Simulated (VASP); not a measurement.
KTaO3, 5 atoms in the cell. Symmetry: Pm-3m, No. 221, cubic system. Conventional cell: a = 3.799 Å, b = 3.799 Å, c = 3.799 Å, α = 90.00°, β = 90.00°, γ = 90.00°. K (site symmetry m-3m) has 12 O at 2.69 Å and 8 Ta at 3.29 Å within 3.5 Å. Ta (site symmetry m-3m) has 6 O at 1.90 Å within 2.5 Å. O (site symmetry 4/mmm) has 2 Ta at 1.90 Å within 2.5 Å. 

* Program: VASP 6.6.1
* Task: single point
* Functional: PBEsol
* Potentials or basis: VASP PAW PBE potentials, release 64 (K_sv, Ta_pv, O)
* Cutoff: 520 eV
* k mesh: 8 × 8 × 8
* Occupations: gaussian, width 0.02 eV
* Spin: no spin polarisation
* Dipole correction: no
* Further INCAR settings: ALGO = Normal; EDIFF = 1e-06; NBANDS = 27

Potentials or basis: VASP PAW PBE potentials, release 64 (K_sv, Ta_pv, O).

Command:

```console
$ cat potpaw_PBE.64/K_sv/POTCAR potpaw_PBE.64/Ta_pv/POTCAR potpaw_PBE.64/O/POTCAR > POTCAR
$ mpirun -np 1 vasp_std > vasp.out
```

Hardware: 1 thread of Intel(R) Xeon(R) 6975P-C (Granite Rapids), with other jobs on the host.

Task: How long does it take, and how much memory?

Result: Run time: 48 s on 1 thread of Intel(R) Xeon(R) 6975P-C (Granite Rapids) (shared host), peak memory 0.18 GiB. Counts: scf iterations 13, k points 35.
